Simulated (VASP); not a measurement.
# Bi in VASP: further runs

Bi is run at these levels: LDA; tasks: single point.

All numbers are computed with VASP 6.6.1; they aren't measurements. Logs are shortened: lines on timing, memory, paths and dates and some standing lists are left out, and cuts for length are marked.

### Step 1. The cell of the first run

The cell holds a slab with vacuum, 2 atoms: a = 4.351 Å, b = 4.351 Å, c = 28.000 Å, α = 90.00°, β = 90.00°, γ = 120.00°.

### Step 2. Single point, LDA

Input file INCAR:

```
SYSTEM = Bi
PREC     = Accurate       ! precision mode
ENCUT    = 520            ! plane-wave cutoff, eV
EDIFF    = 1E-6           ! SCF threshold, eV
ISMEAR   = 0              ! smearing method
SIGMA    = 0.02           ! smearing width, eV
LREAL    = .False.        ! projectors in reciprocal space
LASPH    = .True.         ! aspherical terms in the spheres
NELM     = 80             ! most SCF steps
ALGO     = Normal         ! electronic algorithm
ISIF     = 2              ! what is computed and relaxed
LWAVE    = .False.        ! write WAVECAR
LCHARG   = .False.        ! write CHGCAR
LDIPOL   = .True.       
IDIPOL   = 3            
DIPOL    = 0.5 0.5 0.500
GGA      = CA             ! functional
NBANDS   = 22             ! bands
```

Input file KPOINTS:

```
regular mesh
0
Gamma
  9 9 1
  0 0 0
```

Input file POSCAR:

```
Bi
1.0
    4.3510000000      0.0000000000      0.0000000000
   -2.1755000000      3.7680765319      0.0000000000
    0.0000000000      0.0000000000     28.0000000000
Bi
2
Direct
    0.3333333333      0.6666666667      0.5196964286
    0.6666666667      0.3333333333      0.4803035714
```

Potentials or basis: VASP PAW LDA potentials, release 64 (Bi_d).

On the command line:

```sh
$ cat potpaw_LDA.64/Bi_d/POTCAR > POTCAR
$ mpirun -np 1 vasp_std > vasp.out
```

OUTCAR:

```text
SYSTEM = Bi
   PREC = Accurate
   ENCUT = 520
   EDIFF = 1E-6
   ISMEAR = 0
   LREAL = .False.
   LASPH = .True.
   NELM = 80
   ISIF = 2
   GGA = CA

 ion  position               nearest neighbor table
   1  0.333  0.667  0.520-   2 2.74   2 2.74   2 2.74
   2  0.667  0.333  0.480-   1 2.74   1 2.74   1 2.74

  LATTYP: Found a hexagonal cell.
 ALAT       =     4.3510000000
 C/A-ratio  =     6.4353022294

  Lattice vectors:

 A1 = (   4.3510000000,   0.0000000000,   0.0000000000)
 A2 = (  -2.1755000000,   3.7680765319,   0.0000000000)
 A3 = (   0.0000000000,   0.0000000000,  28.0000000000)

Analysis of symmetry for initial positions (statically):
=====================================================================
 Subroutine PRICEL returns:
 Original cell was already a primitive cell.

 Routine SETGRP: Setting up the symmetry group for a
 hexagonal supercell.

 Subroutine GETGRP returns: Found 12 space group operations
 (whereof 12 operations were pure point group operations)
 out of a pool of 24 trial point group operations.

The static configuration has the point symmetry D_3d.

Analysis of symmetry for dynamics (positions and initial velocities):
=====================================================================
 Subroutine PRICEL returns:
 Original cell was already a primitive cell.

 Routine SETGRP: Setting up the symmetry group for a
 hexagonal supercell.

 Subroutine GETGRP returns: Found 12 space group operations
 (whereof 12 operations were pure point group operations)
 out of a pool of 24 trial point group operations.

The dynamic configuration has the point symmetry D_3d.

 Subroutine INISYM returns: Found 12 space group operations
 (whereof 12 operations are pure point group operations),
 and found     1 'primitive' translations

----------------------------------------------------------------------------------------

                                     Primitive cell

  volume of cell :     459.0572

  direct lattice vectors                    reciprocal lattice vectors
     4.351000000  0.000000000  0.000000000     0.229832222  0.132693696  0.000000000
    -2.175500000  3.768076532  0.000000000     0.000000000  0.265387391  0.000000000
     0.000000000  0.000000000 28.000000000     0.000000000  0.000000000  0.035714286

  length of vectors
     4.351000000  4.351000000 28.000000000     0.265387391  0.265387391  0.035714286

  position of ions in fractional coordinates (direct lattice)
     0.333333333  0.666666667  0.519696429
     0.666666667  0.333333333  0.480303571

  ion indices of the primitive-cell ions
   primitive index   ion index
                 1           1
                 2           2

----------------------------------------------------------------------------------------

 KPOINTS: regular mesh

Automatic generation of k-mesh.
 Grid dimensions read from file:
 generate k-points for:    9    9    1

 Generating k-lattice:

  Cartesian coordinates                     Fractional coordinates (reciprocal lattice)
     0.025536914  0.014743744  0.000000000     0.111111111  0.000000000  0.000000000
     0.000000000  0.029487488  0.000000000     0.000000000  0.111111111  0.000000000
     0.000000000  0.000000000  0.035714286     0.000000000  0.000000000  1.000000000

  Length of vectors
     0.029487488  0.029487488  0.035714286

  Shift w.r.t. Gamma in fractional coordinates (k-lattice)
     0.000000000  0.000000000  0.000000000

 Subroutine IBZKPT returns following result:
 ===========================================

 Found     12 irreducible k-points:

 Following reciprocal coordinates:
            Coordinates               Weight
  0.000000  0.000000  0.000000      1.000000
  0.111111  0.000000  0.000000      6.000000
  0.222222  0.000000  0.000000      6.000000
  0.333333  0.000000  0.000000      6.000000
  0.444444  0.000000  0.000000      6.000000
  0.111111  0.111111  0.000000      6.000000
  0.222222  0.111111  0.000000     12.000000
  0.333333  0.111111  0.000000     12.000000
  0.444444  0.111111  0.000000      6.000000
  0.222222  0.222222  0.000000      6.000000
  0.333333  0.222222  0.000000     12.000000
  0.333333  0.333333  0.000000      2.000000
   k-points           NKPTS =     12   k-points in BZ     NKDIM =     12   number of bands    NBANDS=     22
   number of dos      NEDOS =    301   number of ions     NIONS =      2
   total plane-waves  NPLWV = 215040
   dimension x,y,z NGX =    32 NGY =   32 NGZ =  210
   dimension x,y,z NGXF=    64 NGYF=   64 NGZF=  420
   ions per type =               2
   NGX,Y,Z   is equivalent  to a cutoff of  12.23, 12.23, 12.47 a.u.
   NGXF,Y,Z  is equivalent  to a cutoff of  24.45, 24.45, 24.94 a.u.
 SYSTEM =  Bi
   PREC   = accura    normal or accurate (medium, high low for compatibility)
   ISTART =      0    job   : 0-new  1-cont  2-samecut
   ICHARG =      2    charge: 1-file 2-atom 10-const
   ISPIN  =      1    spin polarized calculation?
   LNONCOLLINEAR =      F non collinear calculations
   LSORBIT =      F    spin-orbit coupling
   LASPH  =      T    aspherical Exc in radial PAW
   ENCUT  =  520.0 eV  38.22 Ry    6.18 a.u.   8.09  8.09 52.06*2*pi/ulx,y,z
   NELM   =     80;   NELMIN=  2; NELMDL= -5     # of ELM steps
   EDIFF  = 0.1E-05   stopping-criterion for ELM
   LREAL  =      F    real-space projection
   EDIFFG = 0.1E-04   stopping-criterion for IOM
   NSW    =      0    number of steps for IOM
   IBRION =     -1    ionic relax: 0-MD 1-quasi-New 2-CG
   NFREE  =      0    steps in history (QN), initial steepest desc. (CG)
   ISIF   =      2    stress and relaxation
   ISYM   =      2    0-nonsym 1-usesym 2-fastsym
   POTIM  = 0.5000    time-step for ionic-motion
   TEBEG  =    0.0;   TEEND  =   0.0 temperature during run
   PSTRESS=    0.0 pullay stress
   NELECT =      30.0000    total number of electrons
   NUPDOWN=      -1.0000    fix difference up-down
   EMIN   =  10.00;   EMAX   =-10.00  energy-range for DOS
   EFERMI =   0.00;   METHOD = LEGACY
   ISMEAR =     0;   SIGMA  =   0.02  broadening in eV -4-tet -1-fermi 0-gaus
   EFERMI_NEDOS =   21; number of points for ismear=-14 and -15
   IALGO  =     38    algorithm
   IMIX   =      4    mixing-type and parameters
     AMIX     =   0.40;   BMIX     =  1.00
     AMIX_MAG =   1.60;   BMIX_MAG =  1.00
  volume/ion in A,a.u.               =     229.53      1548.94
  Fermi-wavevector in a.u.,A,eV,Ry     =   0.659416  1.246116  5.916218  0.434830
  Thomas-Fermi vector in A             =   1.731545
   LORBIT       =      0    0 simple, 1 ext, 2 COOP (PROOUT), +10 PAW based schemes
   GGA     = CA    functional components
   LHFCALC =     F    Hartree Fock is set to
   AEXX    =    0.0000 exact exchange contribution
   IVDW    =     0    specifies the selected vdW correction
   LEPSILON=     F    determine dielectric tensor
   LRPA    =     F    only Hartree local field effects (RPA)
 non-spin polarized calculation
 Gauss-broadening in eV      SIGMA  =   0.02
  energy-cutoff  :      520.00
  volume of cell :      459.06
 maximum number of plane-waves:     12390
   NGX = 17   NGY = 17   NGZ =105

 number of electron      29.9999997 magnetization

 dipolmoment           0.000000      0.000000     -0.000000 electrons x Angstroem

 Free energy of the ion-electron system (eV)
  ---------------------------------------------------
  ext. energy  EPLUGINS =         0.00000000
  ---------------------------------------------------
  free energy    TOTEN  =        -7.35673626 eV

  energy without entropy =       -7.35673625  energy(sigma->0) =       -7.35673625

 E-fermi :  -2.4792     XC(G=0):  -1.9149

 val. band max:       -2.5479154469   @ k =   0.1111   0.1111   0.0000
 cond. band min:      -2.4104747634   @ k =   0.1111   0.0000   0.0000
 fundamental gap:      0.1374406835
 Fermi energy:        -2.4791956349

 k-point     1 :       0.0000    0.0000    0.0000
  band No.  band energies     occupation
      1     -26.1328      2.00000
      2     -26.1328      2.00000
      3     -25.8758      2.00000
      4     -25.8758      2.00000
      5     -25.6470      2.00000
      6     -25.5397      2.00000
[... 14 lines left out ...]
     21       1.7298      0.00000
     22       2.0613      0.00000

 k-point     2 :       0.1111    0.0000    0.0000
  band No.  band energies     occupation
      1     -26.1368      2.00000
      2     -26.1247      2.00000
      3     -25.8657      2.00000
      4     -25.8559      2.00000
      5     -25.6425      2.00000
      6     -25.5593      2.00000
[... 14 lines left out ...]
     21       1.8770      0.00000
     22       2.1889      0.00000

 k-point     3 :       0.2222    0.0000    0.0000
  band No.  band energies     occupation
      1     -26.1440      2.00000
      2     -26.0984      2.00000
      3     -25.8446      2.00000
      4     -25.8049      2.00000
      5     -25.6413      2.00000
      6     -25.6006      2.00000
[... 14 lines left out ...]
     21       2.2186      0.00000
     22       2.5577      0.00000

 k-point     4 :       0.3333    0.0000    0.0000
  band No.  band energies     occupation
      1     -26.1486      2.00000
      2     -26.0529      2.00000
      3     -25.8283      2.00000
      4     -25.7391      2.00000
      5     -25.7176      2.00000
      6     -25.5662      2.00000
[... 14 lines left out ...]
     21       2.8659      0.00000
     22       3.1512      0.00000

 k-point     5 :       0.4444    0.0000    0.0000
  band No.  band energies     occupation
      1     -26.1501      2.00000
      2     -26.0019      2.00000
      3     -25.8217      2.00000
      4     -25.7948      2.00000
      5     -25.6781      2.00000
      6     -25.5565      2.00000
[... 14 lines left out ...]
     21       3.4228      0.00000
     22       3.7535      0.00000

 k-point     6 :       0.1111    0.1111    0.0000
  band No.  band energies     occupation
      1     -26.1448      2.00000
      2     -26.1046      2.00000
      3     -25.8455      2.00000
      4     -25.8259      2.00000
      5     -25.6315      2.00000
      6     -25.5992      2.00000
[... 14 lines left out ...]
     21       2.0941      0.00000
     22       2.4407      0.00000

 k-point     7 :       0.2222    0.1111    0.0000
  band No.  band energies     occupation
      1     -26.1544      2.00000
      2     -26.0629      2.00000
      3     -25.8204      2.00000
      4     -25.7779      2.00000
      5     -25.6745      2.00000
      6     -25.5999      2.00000
[... 14 lines left out ...]
     21       2.5792      0.00000
     22       2.9461      0.00000

 k-point     8 :       0.3333    0.1111    0.0000
  band No.  band energies     occupation
      1     -26.1598      2.00000
      2     -26.0063      2.00000
      3     -25.8092      2.00000
      4     -25.7684      2.00000
      5     -25.7049      2.00000
      6     -25.5641      2.00000
[... 14 lines left out ...]
     21       3.3548      0.00000
     22       3.5701      0.00000

 k-point     9 :       0.4444    0.1111    0.0000
  band No.  band energies     occupation
      1     -26.1613      2.00000
      2     -25.9684      2.00000
      3     -25.8160      2.00000
      4     -25.8056      2.00000
      5     -25.6620      2.00000
      6     -25.5825      2.00000
[... 14 lines left out ...]
     21       3.8020      0.00000
     22       3.9773      0.00000

 k-point    10 :       0.2222    0.2222    0.0000
  band No.  band energies     occupation
      1     -26.1683      2.00000
      2     -26.0028      2.00000
      3     -25.7877      2.00000
      4     -25.7591      2.00000
      5     -25.7238      2.00000
      6     -25.5863      2.00000
[... 14 lines left out ...]
     21       3.2052      0.00000
     22       3.6166      0.00000

 k-point    11 :       0.3333    0.2222    0.0000
  band No.  band energies     occupation
      1     -26.1761      2.00000
      2     -25.9386      2.00000
      3     -25.8232      2.00000
      4     -25.7562      2.00000
      5     -25.6854      2.00000
      6     -25.5936      2.00000
[... 14 lines left out ...]
     21       3.6564      0.00000
     22       3.9264      0.00000

 k-point    12 :       0.3333    0.3333    0.0000
  band No.  band energies     occupation
      1     -26.1828      2.00000
      2     -25.8758      2.00000
      3     -25.8758      2.00000
      4     -25.6901      2.00000
      5     -25.6901      2.00000
      6     -25.6491      2.00000
[... 14 lines left out ...]
     21       3.2084      0.00000
     22       4.1630      0.00000

------------------------ aborting loop because EDIFF is reached ----------------------------------------

 vacuum level on the upper side and lower side of the slab       (xc-potential included)        -0.006        -0.006

  FORCE on cell =-STRESS in cart. coord.  units (eV):
  Direction    XX          YY          ZZ          XY          YZ          ZX
  --------------------------------------------------------------------------------------
  -------------------------------------------------------------------------------------
  Total        6.3659649      6.3659649      4.0064712      0.0000000      0.0000000      0.0000000
  in kB       22.2181550     22.2181550     13.9831745      0.0000000      0.0000000      0.0000000
  external PRESSURE =      19.4731615 kB  Pullay stress =       0.0000000 kB

 VOLUME and BASIS-vectors are now :
 -----------------------------------------------------------------------------
  energy-cutoff  :      520.00
  volume of cell :      459.06
      direct lattice vectors                 reciprocal lattice vectors
     4.351000000  0.000000000  0.000000000     0.229832222  0.132693696  0.000000000
    -2.175500000  3.768076532  0.000000000     0.000000000  0.265387391  0.000000000
     0.000000000  0.000000000 28.000000000     0.000000000  0.000000000  0.035714286

 POSITION                                       TOTAL-FORCE (eV/Angst)
 -----------------------------------------------------------------------------------
     -0.00000      2.51205     14.55150         0.000000      0.000000      3.661439
      2.17550      1.25603     13.44850        -0.000000      0.000000     -3.661439
 -----------------------------------------------------------------------------------
    total drift:                               -0.000000      0.000000      0.000000

  FREE ENERGIE OF THE ION-ELECTRON SYSTEM (eV)
  ---------------------------------------------------
  free  energy   TOTEN  =        -7.3567362606 eV

  energy  without entropy=       -7.3567362481  energy(sigma->0) =       -7.35673625

 vacuum level on the upper side and lower side of the slab         1.640         1.640
```

Wall time 4.1 min (1 thread of Intel Xeon 8259CL, shared host); peak memory 0.4 GiB.

What came out:

```yaml
Free_energy: -7.3567 eV
Largest_force: 3.661 eV/Å
```

Forces in eV/Å, atoms in the order of the input:
```
Bi   0.000  0.000  3.661
Bi   0.000  0.000 -3.661
```

Caveat: spin-orbit coupling is left out, which moves the levels of the heavy elements.

(Part 1 of 3 ends here.)
